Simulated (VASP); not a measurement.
# Hf (Fmmm) in VASP: single point with r2SCAN

Aim: the single point of Hf with r2SCAN.

Program: VASP 6.6.1. These are calculated values, not measurements. Logs are shortened: lines on timing, memory, paths and dates and some standing lists are left out, and cuts for length are marked.

## (1) The cell of the first run

The structure is orthorhombic, space group Fmmm (No. 69). Conventional cell: a = 3.195 Å, b = 5.358 Å, c = 10.688 Å, α = 90.00°, β = 90.00°, γ = 90.00°. Hf (site symmetry mm2) has 11 Hf at 2.91 to 3.62 Å within 3.8 Å.

## (2) Single point, r2SCAN

Input file POSCAR:

```
Hf
1.0
    1.5973501964     -5.3438935090      0.0000000000
    1.5973501964      5.3438935090      0.0000000000
    0.0000000000      0.0000000000      5.3575422178
Hf
4
Direct
    0.1359296187      0.8640703813      0.9999972916
    0.6359296187      0.3640703813      0.5000027084
    0.8640703813      0.1359296187      0.0000027084
    0.3640703813      0.6359296187      0.4999972916
```

Input file INCAR.step1:

```
PREC = Accurate
ENCUT = 520
ISMEAR = 0
SIGMA = 0.1
LREAL = F
LASPH = T
NELM = 80
NBANDS = 28
GGA = PE
ALGO = Normal
EDIFF = 1E-4
LWAVE = T
LCHARG = F
```

Input file INCAR.step2:

```
PREC = Accurate
ENCUT = 520
EDIFF = 1E-7
ISMEAR = 0
SIGMA = 0.1
LREAL = F
LASPH = T
NELM = 80
ALGO = Normal
ISIF = 2
LWAVE = F
LCHARG = F
METAGGA = R2SCAN
LMIXTAU = T
NBANDS = 28
ISTART = 1
```

Input file KPOINTS:

```
regular mesh
0
Gamma
  6 6 4
```

Potentials or basis: VASP PAW PBE potentials, release 64 (Hf_pv).

On the command line:

```sh
cat potpaw_PBE.64/Hf_pv/POTCAR > POTCAR
cp INCAR.step1 INCAR
mpirun -np 1 vasp_std > vasp.out
cp INCAR.step2 INCAR
mpirun -np 1 vasp_std > vasp.out
```

OUTCAR:

```text
PREC = Accurate
   ENCUT = 520
   EDIFF = 1E-7
   ISMEAR = 0
   LREAL = F
   LASPH = T
   NELM = 80
   ISIF = 2
   METAGGA = R2SCAN
   ISTART = 1

 ion  position               nearest neighbor table
   1  0.136  0.864  1.000-   3 2.91   3 2.91   3 2.91   2 3.12   2 3.12   2 3.12   2 3.12   4 3.62
                             4 3.62
   2  0.636  0.364  0.500-   4 2.91   4 2.91   4 2.91   1 3.12   1 3.12   1 3.12   1 3.12   3 3.62
                             3 3.62
   3  0.864  0.136  0.000-   1 2.91   1 2.91   1 2.91   4 3.12   4 3.12   4 3.12   4 3.12   2 3.62
                             2 3.62
   4  0.364  0.636  0.500-   2 2.91   2 2.91   2 2.91   3 3.12   3 3.12   3 3.12   3 3.12   1 3.62
                             1 3.62

  LATTYP: Found a base centered orthorhombic cell.
 ALAT       =     3.1947003928
 B/A-ratio  =     3.3454739737
 C/A-ratio  =     1.6770092838

  Lattice vectors:

 A1 = (   1.5973501964,  -5.3438935090,   0.0000000000)
 A2 = (   1.5973501964,   5.3438935090,   0.0000000000)
 A3 = (   0.0000000000,   0.0000000000,   5.3575422178)

Analysis of symmetry for initial positions (statically):
=====================================================================
 Subroutine PRICEL returns:
 Original cell was already a primitive cell.

 Routine SETGRP: Setting up the symmetry group for a
 base centered orthorhombic supercell.

 Subroutine GETGRP returns: Found  8 space group operations
 (whereof  4 operations were pure point group operations)
 out of a pool of  8 trial point group operations.

The static configuration has the point symmetry C_2h.
 The point group associated with its full space group is D_2h.

Analysis of symmetry for dynamics (positions and initial velocities):
=====================================================================
 Subroutine PRICEL returns:
 Original cell was already a primitive cell.

 Routine SETGRP: Setting up the symmetry group for a
 base centered orthorhombic supercell.

 Subroutine GETGRP returns: Found  8 space group operations
 (whereof  4 operations were pure point group operations)
 out of a pool of  8 trial point group operations.

The dynamic configuration has the point symmetry C_2h.
 The point group associated with its full space group is D_2h.

 Subroutine INISYM returns: Found  8 space group operations
 (whereof  4 operations are pure point group operations),
 and found     1 'primitive' translations

----------------------------------------------------------------------------------------

                                     Primitive cell

  volume of cell :      91.4647

  direct lattice vectors                    reciprocal lattice vectors
     1.597350196 -5.343893509  0.000000000     0.313018398 -0.093564739  0.000000000
     1.597350196  5.343893509  0.000000000     0.313018398  0.093564739  0.000000000
     0.000000000  0.000000000  5.357542218     0.000000000  0.000000000  0.186652752

  length of vectors
     5.577519654  5.577519654  5.357542218     0.326703043  0.326703043  0.186652752

  position of ions in fractional coordinates (direct lattice)
     0.135929619  0.864070381  0.999997292
     0.635929619  0.364070381  0.500002708
     0.864070381  0.135929619  0.000002708
     0.364070381  0.635929619  0.499997292

  ion indices of the primitive-cell ions
   primitive index   ion index
                 1           1
                 2           2
                 3           3
                 4           4

----------------------------------------------------------------------------------------

 KPOINTS: regular mesh

Automatic generation of k-mesh.
 Grid dimensions read from file:
 generate k-points for:    6    6    4

 Generating k-lattice:

  Cartesian coordinates                     Fractional coordinates (reciprocal lattice)
     0.052169733 -0.015594123  0.000000000     0.166666667  0.000000000  0.000000000
     0.052169733  0.015594123  0.000000000     0.000000000  0.166666667  0.000000000
     0.000000000  0.000000000  0.046663188     0.000000000  0.000000000  0.250000000

  Length of vectors
     0.054450507  0.054450507  0.046663188

  Shift w.r.t. Gamma in fractional coordinates (k-lattice)
     0.000000000  0.000000000  0.000000000

 Subroutine IBZKPT returns following result:
 ===========================================

 Found     39 irreducible k-points:

 Following reciprocal coordinates:
            Coordinates               Weight
  0.000000  0.000000  0.000000      1.000000
  0.166667  0.000000  0.000000      4.000000
  0.333333  0.000000  0.000000      4.000000
  0.500000  0.000000  0.000000      2.000000
  0.166667  0.166667  0.000000      2.000000
  0.333333  0.166667  0.000000      4.000000
[... 16 lines left out ...]
  0.333333  0.333333  0.250000      4.000000
  0.500000  0.333333  0.250000      8.000000
 [... further k-points ...]
   k-points           NKPTS =     39   k-points in BZ     NKDIM =     39   number of bands    NBANDS=     28
   number of dos      NEDOS =    301   number of ions     NIONS =      4
   total plane-waves  NPLWV =  70560
   dimension x,y,z NGX =    42 NGY =   42 NGZ =   40
   dimension x,y,z NGXF=    84 NGYF=   84 NGZF=   80
   ions per type =               4
   NGX,Y,Z   is equivalent  to a cutoff of  12.52, 12.52, 12.41 a.u.
   NGXF,Y,Z  is equivalent  to a cutoff of  25.04, 25.04, 24.82 a.u.
 SYSTEM =  unknown system
   PREC   = accura    normal or accurate (medium, high low for compatibility)
   ISTART =      1    job   : 0-new  1-cont  2-samecut
   ICHARG =      0    charge: 1-file 2-atom 10-const
   ISPIN  =      1    spin polarized calculation?
   LNONCOLLINEAR =      F non collinear calculations
   LSORBIT =      F    spin-orbit coupling
   LASPH  =      T    aspherical Exc in radial PAW
   ENCUT  =  520.0 eV  38.22 Ry    6.18 a.u.  10.37 10.37  9.96*2*pi/ulx,y,z
   NELM   =     80;   NELMIN=  2; NELMDL=  0     # of ELM steps
   EDIFF  = 0.1E-06   stopping-criterion for ELM
   LREAL  =      F    real-space projection
   EDIFFG = 0.1E-05   stopping-criterion for IOM
   NSW    =      0    number of steps for IOM
   IBRION =     -1    ionic relax: 0-MD 1-quasi-New 2-CG
   NFREE  =      0    steps in history (QN), initial steepest desc. (CG)
   ISIF   =      2    stress and relaxation
   ISYM   =      2    0-nonsym 1-usesym 2-fastsym
   POTIM  = 0.5000    time-step for ionic-motion
   TEBEG  =    0.0;   TEEND  =   0.0 temperature during run
   PSTRESS=    0.0 pullay stress
   NELECT =      40.0000    total number of electrons
   NUPDOWN=      -1.0000    fix difference up-down
   EMIN   =  10.00;   EMAX   =-10.00  energy-range for DOS
   EFERMI =   0.00;   METHOD = LEGACY
   ISMEAR =     0;   SIGMA  =   0.10  broadening in eV -4-tet -1-fermi 0-gaus
   EFERMI_NEDOS =   21; number of points for ismear=-14 and -15
   IALGO  =     38    algorithm
   IMIX   =      4    mixing-type and parameters
     AMIX     =   0.40;   BMIX     =  1.00
     AMIX_MAG =   1.60;   BMIX_MAG =  1.00
  volume/ion in A,a.u.               =      22.87       154.31
  Fermi-wavevector in a.u.,A,eV,Ry     =   1.242635  2.348240 21.009331  1.544142
  Thomas-Fermi vector in A             =   2.376981
   LORBIT       =      0    0 simple, 1 ext, 2 COOP (PROOUT), +10 PAW based schemes
   METAGGA = R2SCAN    functional components
   LHFCALC =     F    Hartree Fock is set to
   AEXX    =    0.0000 exact exchange contribution
   IVDW    =     0    specifies the selected vdW correction
   LEPSILON=     F    determine dielectric tensor
   LRPA    =     F    only Hartree local field effects (RPA)
 non-spin polarized calculation
 Gauss-broadening in eV      SIGMA  =   0.10
  energy-cutoff  :      520.00
  volume of cell :       91.46
 maximum number of plane-waves:      2480
 NGX is ok and might be reduce to    42
   NGX = 21   NGY = 21   NGZ = 19

 number of electron      40.0000003 magnetization

 Free energy of the ion-electron system (eV)
  ---------------------------------------------------
  ext. energy  EPLUGINS =         0.00000000
  ---------------------------------------------------
  free energy    TOTEN  =      -179.47531412 eV

  energy without entropy =     -179.44829054  energy(sigma->0) =     -179.46180233

 E-fermi :   4.3602     XC(G=0): -12.0197

 val. band max:        4.3570835025   @ k =   0.5000   0.1667   0.5000
 cond. band min:       4.3871449538   @ k =   0.0000   0.0000   0.5000
 fundamental gap:      0.0300614512
 Fermi energy:         4.3602128650

 k-point     1 :       0.0000    0.0000    0.0000
  band No.  band energies     occupation
      1     -27.8165      2.00000
      2     -27.6489      2.00000
      3     -27.5737      2.00000
      4     -27.3423      2.00000
      5     -27.0584      2.00000
      6     -26.9037      2.00000
[... 20 lines left out ...]
     27       8.0205      0.00000
     28       8.0904      0.00000

 k-point     2 :       0.1667    0.0000    0.0000
  band No.  band energies     occupation
      1     -27.7565      2.00000
      2     -27.6135      2.00000
      3     -27.5072      2.00000
      4     -27.2973      2.00000
      5     -27.1685      2.00000
      6     -27.0217      2.00000
[... 20 lines left out ...]
     27       7.3890      0.00000
     28       7.6478      0.00000

 k-point     3 :       0.3333    0.0000    0.0000
  band No.  band energies     occupation
      1     -27.6332      2.00000
      2     -27.5650      2.00000
      3     -27.3670      2.00000
      4     -27.3319      2.00000
      5     -27.2836      2.00000
      6     -27.1793      2.00000
[... 20 lines left out ...]
     27       7.7141      0.00000
     28       7.8306      0.00000

 k-point     4 :       0.5000    0.0000    0.0000
  band No.  band energies     occupation
      1     -27.5709      2.00000
      2     -27.5709      2.00000
      3     -27.4381      2.00000
      4     -27.4381      2.00000
      5     -27.1101      2.00000
      6     -27.1101      2.00000
[... 20 lines left out ...]
     27       7.7339      0.00000
     28       7.7339      0.00000

 k-point     5 :       0.1667    0.1667    0.0000
  band No.  band energies     occupation
      1     -27.6783      2.00000
      2     -27.6021      2.00000
      3     -27.3427      2.00000
      4     -27.3421      2.00000
      5     -27.2521      2.00000
      6     -27.1687      2.00000
[... 20 lines left out ...]
     27       7.1880      0.00000
     28       8.2530      0.00000

 k-point     6 :       0.3333    0.1667    0.0000
  band No.  band energies     occupation
      1     -27.6001      2.00000
      2     -27.5760      2.00000
      3     -27.4160      2.00000
      4     -27.3890      2.00000
      5     -27.1386      2.00000
      6     -27.1247      2.00000
[... 463 lines left out ...]
      5     -27.1209      2.00000
      6     -27.1183      2.00000
[... 20 lines left out ...]
     27       7.4988      0.00000
     28       7.9975      0.00000

 k-point    22 :      -0.1667    0.1667    0.2500
  band No.  band energies     occupation
      1     -27.7244      2.00000
      2     -27.6122      2.00000
      3     -27.4523      2.00000
      4     -27.2654      2.00000
      5     -27.0460      2.00000
      6     -26.9134      2.00000
[... 20 lines left out ...]
     27       7.4948      0.00000
     28       7.6023      0.00000

 k-point    23 :       0.3333    0.3333    0.2500
  band No.  band energies     occupation
      1     -27.5306      2.00000
      2     -27.4857      2.00000
      3     -27.4096      2.00000
      4     -27.3639      2.00000
      5     -27.1903      2.00000
      6     -27.1451      2.00000
[... 20 lines left out ...]
     27       7.5066      0.00000
     28       7.5132      0.00000

 k-point    24 :       0.5000    0.3333    0.2500
  band No.  band energies     occupation
      1     -27.4093      2.00000
      2     -27.3982      2.00000
      3     -27.3695      2.00000
      4     -27.2690      2.00000
      5     -27.2042      2.00000
      6     -27.1599      2.00000
[... 20 lines left out ...]
     27       7.5404      0.00000
     28       7.8517      0.00000

 [... further k-points ...]

------------------------ aborting loop because EDIFF is reached ----------------------------------------

  FORCE on cell =-STRESS in cart. coord.  units (eV):
  Direction    XX          YY          ZZ          XY          YZ          ZX
  --------------------------------------------------------------------------------------
  -------------------------------------------------------------------------------------
  Total       -0.1999892     -0.3836955     -0.3855248      0.0000000      0.0000000      0.0000000
  in kB       -3.5031899     -6.7211520     -6.7531964      0.0000000      0.0000000      0.0000000
  external PRESSURE =      -5.6591794 kB  Pullay stress =       0.0000000 kB

 VOLUME and BASIS-vectors are now :
 -----------------------------------------------------------------------------
  energy-cutoff  :      520.00
  volume of cell :       91.46
      direct lattice vectors                 reciprocal lattice vectors
     1.597350196 -5.343893509  0.000000000     0.313018398 -0.093564739  0.000000000
     1.597350196  5.343893509  0.000000000     0.313018398  0.093564739  0.000000000
     0.000000000  0.000000000  5.357542218     0.000000000  0.000000000  0.186652752

 POSITION                                       TOTAL-FORCE (eV/Angst)
 -----------------------------------------------------------------------------------
      1.59735      3.89111      5.35753         0.000000     -0.059357      0.000152
      1.59735     -1.45279      2.67879         0.000000     -0.059357     -0.000152
      1.59735     -3.89111      0.00001         0.000000      0.059357     -0.000152
      1.59735      1.45279      2.67876         0.000000      0.059357      0.000152
 -----------------------------------------------------------------------------------
    total drift:                                0.000000      0.000000     -0.000000

  FREE ENERGIE OF THE ION-ELECTRON SYSTEM (eV)
  ---------------------------------------------------
  free  energy   TOTEN  =      -179.4753141184 eV

  energy  without entropy=     -179.4482905367  energy(sigma->0) =     -179.46180233
```

It took 15 min on 1 thread of AMD EPYC 7R43 (Zen 3), shared host; peak memory 0.26 GiB.

Results:

```
Free energy            : -179.4753 eV
Pressure               : -0.6 GPa
Largest force          : 0.059 eV/Å
Band gap on the k mesh : zero (band 20 reaches 5.47 eV, above the bottom of band 21 at 3.86 eV)
```

Forces on the atoms (eV/Å):
```
Hf   0.000 -0.059  0.000
Hf   0.000 -0.059  0.000
Hf   0.000  0.059  0.000
Hf   0.000  0.059  0.000
```

Stress tensor (GPa, compression positive):
```
-0.35  0.00  0.00
 0.00 -0.67  0.00
 0.00  0.00 -0.68
```

Caveat: the PAW data sets were made with another functional, which shifts forces and pressure a little; spin-orbit coupling is left out, which moves the levels of the heavy elements.
